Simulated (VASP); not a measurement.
# Na2Ti2Sb2O in VASP: further runs

The runs below take Na2Ti2Sb2O through single point, with r2SCAN.

Everything below comes from runs of VASP 6.6.1. Logs are shortened: lines on timing, memory, paths and dates and some standing lists are left out, and cuts for length are marked.

## 1. The cell of the first run

The cell holds a disordered packing, 7 atoms: a = 4.566 Å, b = 5.473 Å, c = 6.075 Å, α = 84.00°, β = 77.23°, γ = 90.52°.

## 2. Single point, r2SCAN

POSCAR

```
Na2Ti2Sb2O
1.0
    4.4813270000     -0.1518650000      0.8620500000
    0.1091470000      5.4704750000      0.1338020000
    0.2199630000      0.4832810000      6.0519330000
Sb Na Ti O
2 2 2 1
Direct
    0.9106010000      0.9567250000      0.8054880000
    0.4704320000      0.7260760000      0.1641770000
    0.3158230000      0.2921250000      0.4842010000
    0.8842150000      0.0795290000      0.2504570000
    0.8386200000      0.4465360000      0.8580970000
    0.4624100000      0.7681330000      0.6235080000
    0.0112820000      0.7005230000      0.0954470000
```

INCAR.step1

```
ALGO = Normal
EDIFF = 1E-4
ENCUT = 520
GGA = PE
ISMEAR = 0
LASPH = True
LCHARG = False
LREAL = False
LWAVE = True
NBANDS = 36
NELM = 60
PREC = Accurate
SIGMA = 0.05
```

INCAR.step2

```
ALGO = Normal
EDIFF = 1E-6
ENCUT = 520
ISIF = 2
ISMEAR = 0
ISTART = 1
LASPH = True
LCHARG = False
LMIXTAU = True
LREAL = False
LWAVE = False
METAGGA = R2SCAN
NBANDS = 36
NELM = 60
PREC = Accurate
SIGMA = 0.05
```

KPOINTS

```
k-points
0
Gamma
  4 4 3
```

Potentials or basis: VASP PAW PBE potentials, release 64 (Sb, Na_pv, Ti_sv, O).

The run is started by

```sh
cat potpaw_PBE.64/Sb/POTCAR potpaw_PBE.64/Na_pv/POTCAR potpaw_PBE.64/Ti_sv/POTCAR potpaw_PBE.64/O/POTCAR > POTCAR
cp INCAR.step1 INCAR
mpirun -np 1 vasp_std > vasp.out
cp INCAR.step2 INCAR
mpirun -np 1 vasp_std > vasp.out
```

OUTCAR:

```text
EDIFF = 1E-6
   ENCUT = 520
   ISIF = 2
   ISMEAR = 0
   ISTART = 1
   LASPH = True
   LREAL = False
   METAGGA = R2SCAN
   NELM = 60
   PREC = Accurate

 ion  position               nearest neighbor table
   1  0.911  0.957  0.805-   7 2.27   5 2.75   6 2.77   6 2.77   5 2.79   2 2.80   4 2.83   3 2.86

   2  0.470  0.726  0.164-   7 2.23   7 2.42   1 2.80   5 2.81   6 2.82   4 2.86   3 2.88   6 3.28

   3  0.316  0.292  0.484-   1 2.86   2 2.88
   4  0.884  0.080  0.250-   1 2.83   2 2.86
   5  0.839  0.447  0.858-   7 2.35   1 2.75   1 2.79   2 2.81
   6  0.462  0.768  0.624-   1 2.77   1 2.77   2 2.82   2 3.28
   7  0.011  0.701  0.095-   2 2.23   1 2.27   5 2.35   2 2.42

  LATTYP: Found a triclinic cell.
 ALAT       =     4.5660141110
 B/A-ratio  =     1.5540686036
 C/A-ratio  =     2.1173639990
 COS(alpha) =     0.0072813521
 COS(beta)  =     0.6162626091
 COS(gamma) =     0.6364874697

  Lattice vectors:

 A1 = (   4.4813270000,  -0.1518650000,   0.8620500000)
 A2 = (   4.5904740000,   5.3186100000,   0.9958520000)
 A3 = (   4.5921430000,  -5.1390590000,   6.7801810000)

Analysis of symmetry for initial positions (statically):
=====================================================================
 Subroutine PRICEL returns:
 Original cell was already a primitive cell.

 Routine SETGRP: Setting up the symmetry group for a
 triclinic supercell.

 Subroutine GETGRP returns: Found  1 space group operations
 (whereof  1 operations were pure point group operations)
 out of a pool of  2 trial point group operations.

The static configuration has the point symmetry C_1 .

Analysis of symmetry for dynamics (positions and initial velocities):
=====================================================================
 Subroutine PRICEL returns:
 Original cell was already a primitive cell.

 Routine SETGRP: Setting up the symmetry group for a
 triclinic supercell.

 Subroutine GETGRP returns: Found  1 space group operations
 (whereof  1 operations were pure point group operations)
 out of a pool of  2 trial point group operations.

The dynamic configuration has the point symmetry C_1 .

 Subroutine INISYM returns: Found  1 space group operations
 (whereof  1 operations are pure point group operations),
 and found     1 'primitive' translations

----------------------------------------------------------------------------------------

                                     Primitive cell

  volume of cell :     147.1773

  direct lattice vectors                    reciprocal lattice vectors
     4.481327000 -0.151865000  0.862050000     0.224506675 -0.004288154 -0.007817466
     0.109147000  5.470475000  0.133802000     0.009075376  0.182983880 -0.014942148
     0.219963000  0.483281000  6.051933000    -0.032179848 -0.003434771  0.166680354

  length of vectors
     4.566014111  5.473199500  6.075182078     0.224683663  0.183817111  0.169793053

  position of ions in fractional coordinates (direct lattice)
     0.910601000  0.956725000  0.805488000
     0.470432000  0.726076000  0.164177000
     0.315823000  0.292125000  0.484201000
     0.884215000  0.079529000  0.250457000
     0.838620000  0.446536000  0.858097000
     0.462410000  0.768133000  0.623508000
     0.011282000  0.700523000  0.095447000

  ion indices of the primitive-cell ions
   primitive index   ion index
                 1           1
                 2           2
                 3           3
                 4           4
                 5           5
                 6           6
                 7           7

----------------------------------------------------------------------------------------

 KPOINTS: k-points

Automatic generation of k-mesh.
 Grid dimensions read from file:
 generate k-points for:    4    4    3

 Generating k-lattice:

  Cartesian coordinates                     Fractional coordinates (reciprocal lattice)
     0.056126669 -0.001072038 -0.001954366     0.250000000  0.000000000  0.000000000
     0.002268844  0.045745970 -0.003735537    -0.000000000  0.250000000  0.000000000
    -0.010726616 -0.001144924  0.055560118     0.000000000  0.000000000  0.333333333

  Length of vectors
     0.056170916  0.045954278  0.056597684

  Shift w.r.t. Gamma in fractional coordinates (k-lattice)
     0.000000000  0.000000000  0.000000000

 Subroutine IBZKPT returns following result:
 ===========================================

 Found     26 irreducible k-points:

 Following reciprocal coordinates:
            Coordinates               Weight
  0.000000  0.000000  0.000000      1.000000
  0.250000  0.000000 -0.000000      2.000000
  0.500000  0.000000 -0.000000      1.000000
 -0.000000  0.250000  0.000000      2.000000
  0.250000  0.250000 -0.000000      2.000000
  0.500000  0.250000 -0.000000      2.000000
[... 16 lines left out ...]
  0.000000 -0.250000  0.333333      2.000000
  0.250000 -0.250000  0.333333      2.000000
 [... further k-points ...]
   k-points           NKPTS =     26   k-points in BZ     NKDIM =     26   number of bands    NBANDS=     36
   number of dos      NEDOS =    301   number of ions     NIONS =      7
   total plane-waves  NPLWV =  72576
   dimension x,y,z NGX =    36 NGY =   42 NGZ =   48
   dimension x,y,z NGXF=    72 NGYF=   84 NGZF=   96
   ions per type =               2   2   2   1
   NGX,Y,Z   is equivalent  to a cutoff of  13.11, 12.76, 13.14 a.u.
   NGXF,Y,Z  is equivalent  to a cutoff of  26.21, 25.51, 26.27 a.u.
 SYSTEM =  unknown system
   PREC   = accura    normal or accurate (medium, high low for compatibility)
   ISTART =      1    job   : 0-new  1-cont  2-samecut
   ICHARG =      0    charge: 1-file 2-atom 10-const
   ISPIN  =      1    spin polarized calculation?
   LNONCOLLINEAR =      F non collinear calculations
   LSORBIT =      F    spin-orbit coupling
   LASPH  =      T    aspherical Exc in radial PAW
   ENCUT  =  520.0 eV  38.22 Ry    6.18 a.u.   8.49 10.18 11.30*2*pi/ulx,y,z
   NELM   =     60;   NELMIN=  2; NELMDL=  0     # of ELM steps
   EDIFF  = 0.1E-05   stopping-criterion for ELM
   LREAL  =      F    real-space projection
   EDIFFG = 0.1E-04   stopping-criterion for IOM
   NSW    =      0    number of steps for IOM
   IBRION =     -1    ionic relax: 0-MD 1-quasi-New 2-CG
   NFREE  =      0    steps in history (QN), initial steepest desc. (CG)
   ISIF   =      2    stress and relaxation
   ISYM   =      2    0-nonsym 1-usesym 2-fastsym
   POTIM  = 0.5000    time-step for ionic-motion
   TEBEG  =    0.0;   TEEND  =   0.0 temperature during run
   PSTRESS=    0.0 pullay stress
   NELECT =      54.0000    total number of electrons
   NUPDOWN=      -1.0000    fix difference up-down
   EMIN   =  10.00;   EMAX   =-10.00  energy-range for DOS
   EFERMI =   0.00;   METHOD = LEGACY
   ISMEAR =     0;   SIGMA  =   0.05  broadening in eV -4-tet -1-fermi 0-gaus
   EFERMI_NEDOS =   21; number of points for ismear=-14 and -15
   IALGO  =     38    algorithm
   IMIX   =      4    mixing-type and parameters
     AMIX     =   0.40;   BMIX     =  1.00
     AMIX_MAG =   1.60;   BMIX_MAG =  1.00
  volume/ion in A,a.u.               =      21.03       141.89
  Fermi-wavevector in a.u.,A,eV,Ry     =   1.171995  2.214750 18.688590  1.373573
  Thomas-Fermi vector in A             =   2.308430
   LORBIT       =      0    0 simple, 1 ext, 2 COOP (PROOUT), +10 PAW based schemes
   METAGGA = R2SCAN    functional components
   LHFCALC =     F    Hartree Fock is set to
   AEXX    =    0.0000 exact exchange contribution
   IVDW    =     0    specifies the selected vdW correction
   LEPSILON=     F    determine dielectric tensor
   LRPA    =     F    only Hartree local field effects (RPA)
 non-spin polarized calculation
 Gauss-broadening in eV      SIGMA  =   0.05
  energy-cutoff  :      520.00
  volume of cell :      147.18
 maximum number of plane-waves:      3988
 NGX is ok and might be reduce to    36
   NGX = 17   NGY = 21   NGZ = 23

 number of electron      53.9999993 magnetization

 Free energy of the ion-electron system (eV)
  ---------------------------------------------------
  ext. energy  EPLUGINS =         0.00000000
  ---------------------------------------------------
  free energy    TOTEN  =       -89.73500512 eV

  energy without entropy =      -89.72846151  energy(sigma->0) =      -89.73173332

 E-fermi :   5.8929     XC(G=0): -10.0563

 val. band max:        5.8726639864   @ k =  -0.2500   0.2500   0.3333
 cond. band min:       5.9062839698   @ k =   0.2500   0.0000  -0.0000
 fundamental gap:      0.0336199834
 Fermi energy:         5.8928756774

 k-point     1 :       0.0000    0.0000    0.0000
  band No.  band energies     occupation
      1     -53.7239      2.00000
      2     -53.6075      2.00000
      3     -29.1090      2.00000
      4     -28.9753      2.00000
      5     -28.9616      2.00000
      6     -28.9062      2.00000
[... 28 lines left out ...]
     35       8.2500      0.00000
     36       8.4387      0.00000

 k-point     2 :       0.2500    0.0000   -0.0000
  band No.  band energies     occupation
      1     -53.7235      2.00000
      2     -53.6078      2.00000
      3     -29.1089      2.00000
      4     -28.9816      2.00000
      5     -28.9618      2.00000
      6     -28.9031      2.00000
[... 28 lines left out ...]
     35       8.1229      0.00000
     36       8.7088      0.00000

 k-point     3 :       0.5000    0.0000   -0.0000
  band No.  band energies     occupation
      1     -53.7231      2.00000
      2     -53.6081      2.00000
      3     -29.1089      2.00000
      4     -28.9872      2.00000
      5     -28.9622      2.00000
      6     -28.9006      2.00000
[... 28 lines left out ...]
     35       7.6623      0.00000
     36       8.6773      0.00000
[... 742 lines left out ...]
 k-point    23 :       0.0000   -0.2500    0.3333
  band No.  band energies     occupation
      1     -53.7240      2.00000
      2     -53.6075      2.00000
      3     -29.1089      2.00000
      4     -28.9749      2.00000
      5     -28.9618      2.00000
      6     -28.9058      2.00000
[... 28 lines left out ...]
     35       8.6464      0.00000
     36       9.0711      0.00000

 k-point    24 :       0.2500   -0.2500    0.3333
  band No.  band energies     occupation
      1     -53.7235      2.00000
      2     -53.6078      2.00000
      3     -29.1088      2.00000
      4     -28.9817      2.00000
      5     -28.9618      2.00000
      6     -28.9024      2.00000
[... 28 lines left out ...]
     35       8.2051      0.00000
     36       9.0227      0.00000

 [... further k-points ...]

------------------------ aborting loop because EDIFF is reached ----------------------------------------

  FORCE on cell =-STRESS in cart. coord.  units (eV):
  Direction    XX          YY          ZZ          XY          YZ          ZX
  --------------------------------------------------------------------------------------
  -------------------------------------------------------------------------------------
  Total        4.9840825      4.9348961      4.8688417      2.4585767     -4.6732695     -5.5580580
  in kB       54.2569027     53.7214579     53.0023878     26.7641547    -50.8733812    -60.5052209
  external PRESSURE =      53.6602495 kB  Pullay stress =       0.0000000 kB

 VOLUME and BASIS-vectors are now :
 -----------------------------------------------------------------------------
  energy-cutoff  :      520.00
  volume of cell :      147.18
      direct lattice vectors                 reciprocal lattice vectors
     4.481327000 -0.151865000  0.862050000     0.224506675 -0.004288154 -0.007817466
     0.109147000  5.470475000  0.133802000     0.009075376  0.182983880 -0.014942148
     0.219963000  0.483281000  6.051933000    -0.032179848 -0.003434771  0.166680354

 POSITION                                       TOTAL-FORCE (eV/Angst)
 -----------------------------------------------------------------------------------
      4.36230      5.48473      5.78775         0.852806      1.486899     -2.412817
      2.22352      3.97988      1.49627        -1.727446     -1.376051      0.858593
      1.55370      1.78411      3.24169         0.416262     -0.010523     -0.113295
      4.02623      0.42182      2.28863         0.949298      0.384429      0.663964
      3.99562      2.73011      5.97583         0.058434      1.225404      0.400193
      2.29320      4.43316      4.27483        -0.212958     -0.851501      0.739894
      0.14801      3.87661      0.68110        -0.336396     -0.858658     -0.136531
 -----------------------------------------------------------------------------------
    total drift:                                0.018738      0.037104      0.008092

  FREE ENERGIE OF THE ION-ELECTRON SYSTEM (eV)
  ---------------------------------------------------
  free  energy   TOTEN  =       -89.7350051197 eV

  energy  without entropy=      -89.7284615138  energy(sigma->0) =      -89.73173332
```

Run time: 8.8 min. Hardware: 1 thread of Intel Xeon 8259CL, shared host; peak memory 0.36 GiB.

Results:

```
Free energy            : -89.7350 eV
Pressure               : 5.4 GPa
Largest force          : 2.960 eV/Å
Band gap on the k mesh : zero (bands 27 and 28 overlap by 0.24 eV)
```

Forces in eV/Å, atoms in the order of the input:
```
Sb   0.853  1.487 -2.413
Sb  -1.727 -1.376  0.859
Na   0.416 -0.011 -0.113
Na   0.949  0.384  0.664
Ti   0.058  1.225  0.400
Ti  -0.213 -0.852  0.740
O   -0.336 -0.859 -0.137
```

Levels at points of the mesh, in eV from the Fermi level:
```csv
k point,band 25,band 26,band 27,band 28,band 29,band 30
"(0.00, 0.00, 0.00)",-0.96,-0.56,-0.17,0.24,0.38,0.91
"(0.50, 0.00, 0.00)",-1.11,-0.61,-0.23,-0.08,0.25,0.63
"(0.00, 0.50, 0.00)",-0.87,-0.77,-0.20,0.50,0.72,0.85
"(0.50, 0.50, 0.00)",-0.73,-0.64,-0.20,-0.08,0.56,0.71
```

Caveat: the PAW data sets were made with another functional, which shifts forces and pressure a little; spin-orbit coupling is left out, which moves the levels of the heavy elements.

## 3. Single point, r2SCAN

POSCAR is that of step 2.

INCAR.step1

```
SYSTEM = Na2Ti2Sb2O
  PREC = Accurate
  ENCUT = 520
  ISMEAR = 0
  SIGMA = 0.05
  LREAL = .False.
  LASPH = .True.
  NELM = 80
  NBANDS = 36
  GGA = PE
  ALGO = Normal
  EDIFF = 1E-4
  LWAVE = .True.
  LCHARG = .False.
```

INCAR.step2

```
SYSTEM = Na2Ti2Sb2O
  PREC = Accurate
  ENCUT = 520
  EDIFF = 1E-6
  ISMEAR = 0
  SIGMA = 0.05
  LREAL = .False.
  LASPH = .True.
  NELM = 80
  ALGO = Normal
  ISIF = 2
  LWAVE = .False.
  LCHARG = .False.
  METAGGA = R2SCAN
  LMIXTAU = .True.
  NBANDS = 36
  ISTART = 1
```

KPOINTS

```
regular mesh
0
Gamma
  4 4 3
  0 0 0
```

Potentials or basis: VASP PAW PBE potentials, release 64 (Sb, Na_pv, Ti_sv, O).

The run is started by

```sh
cat potpaw_PBE.64/Sb/POTCAR potpaw_PBE.64/Na_pv/POTCAR potpaw_PBE.64/Ti_sv/POTCAR potpaw_PBE.64/O/POTCAR > POTCAR
cp INCAR.step1 INCAR
mpirun -np 1 vasp_std > vasp.out
cp INCAR.step2 INCAR
mpirun -np 1 vasp_std > vasp.out
```

Run time: 8.6 min. Hardware: 1 thread of Intel Xeon 8259CL, shared host; peak memory 0.36 GiB.

Results (log left out):

| Property | Result |
| --- | --- |
| Free energy | -89.7350 eV |
| Pressure | 5.4 GPa |
| Largest force | 2.960 eV/Å |
| Band gap on the k mesh | zero (bands 27 and 28 overlap by 0.24 eV) |

Forces on the atoms (eV/Å):
```
Sb   0.853  1.487 -2.413
Sb  -1.727 -1.376  0.859
Na   0.416 -0.011 -0.113
Na   0.949  0.384  0.664
Ti   0.058  1.225  0.400
Ti  -0.213 -0.852  0.740
O   -0.336 -0.859 -0.137
```

Stress tensor (GPa, compression positive):
```
 5.43  2.68 -6.05
 2.68  5.37 -5.09
-6.05 -5.09  5.30
```

Levels at points of the mesh, in eV from the Fermi level:
```tsv
k point	band 24	band 25	band 26	band 27	band 28	band 29	band 30	band 31
(0.00, 0.00, 0.00)	-1.23	-0.96	-0.56	-0.17	0.24	0.38	0.91	1.17
(0.50, 0.00, 0.00)	-1.83	-1.11	-0.61	-0.23	-0.08	0.25	0.63	0.84
(0.00, 0.50, 0.00)	-0.98	-0.87	-0.77	-0.20	0.50	0.72	0.85	1.16
(0.50, 0.50, 0.00)	-1.82	-0.73	-0.64	-0.20	-0.08	0.56	0.71	1.01
```

Caveat: the PAW data sets were made with another functional, which shifts forces and pressure a little; spin-orbit coupling is left out, which moves the levels of the heavy elements.
